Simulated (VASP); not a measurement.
# Sc: single point with LDA

Crystal: Sc.

```
CELL_PARAMETERS angstrom
3.40806 0.00000 0.00000
-1.70403 2.95147 0.00000
0.00000 0.00000 5.26800
ATOMIC_POSITIONS crystal
Sc 0.33333 0.66667 0.25000
Sc 0.66667 0.33333 0.75000
```

This cell differs from its parent crystal: strain +0.030 along x and y, +0.000 along z.

| Item | Value |
| --- | --- |
| Program | VASP 6.6.1 |
| Task | single point |
| Functional | LDA |
| Potentials or basis | VASP PAW LDA potentials, release 64 (Sc_sv) |
| Cutoff | 520 eV |
| k mesh | 18 × 18 × 10 |
| Occupations | gaussian, width 0.15 eV |
| Spin | no spin polarisation |

| Property | Result |
| --- | --- |
| Pressure | -7.5 GPa |
| Band gap on the k mesh | zero (band 11 reaches 3.97 eV, above the bottom of band 12 at 2.59 eV) |

Stress tensor (GPa, compression positive):
```
-7.61  0.00  0.00
 0.00 -7.61  0.00
 0.00  0.00 -7.33
```

Levels at points of the mesh, in eV from the Fermi level:
```
           k point  band 9  band 10  band 11  band 12  band 13  band 14
(0.00, 0.00, 0.00)   -4.94    -1.54     0.62     1.44     1.44     1.71
(0.50, 0.00, 0.00)   -1.59    -0.97    -0.58    -0.35     1.18     1.19
(0.00, 0.00, 0.50)   -3.46    -3.46     0.92     0.92     1.34     1.34
(0.50, 0.00, 0.50)   -1.38    -1.38     0.06     0.06     1.17     1.17
```

Run time: 110 s on 1 thread of Intel(R) Xeon(R) 6975P-C (Granite Rapids), on a shared host, peak memory 0.28 GiB.

Caveat: the cell differs from its parent crystal (strain +0.030 along x and y, +0.000 along z).
